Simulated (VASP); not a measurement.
Here is a VASP 6.6.1 calculation.

INCAR

```
SYSTEM = CdF2
  PREC = Accurate
  ENCUT = 520
  EDIFF = 1E-7
  ISMEAR = 0
  SIGMA = 0.05
  LREAL = .FALSE.
  LASPH = .TRUE.
  NELM = 80
  ALGO = Normal
  ISIF = 2
  LWAVE = .FALSE.
  LCHARG = .FALSE.
  GGA = PS
  NBANDS = 20
```

File KPOINTS:

```
regular mesh
0
G
  8 8 8
  0 0 0
```

POSCAR

```
CdF2
1.0
    0.0000000000      2.6449616790      2.8939784274
    2.5372787607      0.0000000000      2.8939784274
    2.5372787607      2.6449616790      0.0000000000
Cd F
1 2
Direct
    0.0000000000      0.0000000000      0.0000000000
    0.2500000000      0.2500000000      0.2500000000
    0.7500000000      0.7500000000      0.7500000000
```

Potentials or basis: VASP PAW PBE potentials, release 64 (Cd, F).

The run is started by

```console
$ cat potpaw_PBE.64/Cd/POTCAR potpaw_PBE.64/F/POTCAR > POTCAR
$ mpirun -np 1 vasp_std > vasp.out
```

(1) Estimate the pressure.

(2) What does it give for the band gap on the k mesh?

Results:

(1) 1.1 GPa.

(2) 2.59 eV (least direct gap 3.11 eV).

Caveat: the cell differs from its parent crystal (strain +e along x and -e along y -0.0200, strain +e along z and -e/2 along x and y +0.0750); the stress differs along the axes, from -7 to 8 GPa; the PAW data sets were made with another functional, which shifts forces and pressure a little.
